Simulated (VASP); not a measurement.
Write the native input for VASP 6.6.1 that does the following.

| Property | Result |
| --- | --- |
| Task | single point |
| Functional | PBEsol |
| Potentials or basis | VASP PAW PBE potentials, release 64 (Al, Cu) |
| Cutoff | 520 eV |
| k mesh | 12 × 12 × 16 |
| Occupations | gaussian, width 0.15 eV |
| Spin | no spin polarisation |
| Dipole correction | no |
| Further INCAR settings | ALGO = Fast; EDIFF = 1e-06; NBANDS = 16 |

The structure of Al2Cu lies in POSCAR:

```
Al2Cu
1.0
    4.0841721965      0.0000000000      0.0000000000
    0.0000000000      4.0841721965      0.0000000000
    0.0000000000      0.0000000000      2.7610029088
Al Cu
2 1
Direct
    0.5000000000      0.0000000000      0.5000000000
    0.0000000000      0.5000000000      0.5000000000
    0.0000000000      0.0000000000      0.0000000000
```

This cell differs from its parent crystal: strain +0.000 along x and y, -0.030 along z.

These files were run (other wordings do the same):

INCAR

```
PREC = Accurate
ENCUT = 520
EDIFF = 1E-6
ISMEAR = 0
SIGMA = 0.15
LREAL = F
LASPH = T
NELM = 80
ALGO = Fast
ISIF = 2
LWAVE = F
LCHARG = F
GGA = PS
NBANDS = 16
```

KPOINTS

```
regular mesh
0
Gamma
  12 12 16
```

Potentials or basis: VASP PAW PBE potentials, release 64 (Al, Cu).

Run with:

```bash
$ cat potpaw_PBE.64/Al/POTCAR potpaw_PBE.64/Cu/POTCAR > POTCAR
$ mpirun -np 1 vasp_std > vasp.out
```

It gave:

```json
{
  "Pressure": "3.4 GPa"
}
```

Caveat: the cell differs from its parent crystal (strain +0.000 along x and y, -0.030 along z); the PAW data sets were made with another functional, which shifts forces and pressure a little.

Run time: 2.1 min on 1 thread of Intel(R) Xeon(R) Platinum 8375C CPU @ 2.90GHz (Ice Lake) (shared host), peak memory 0.29 GiB.
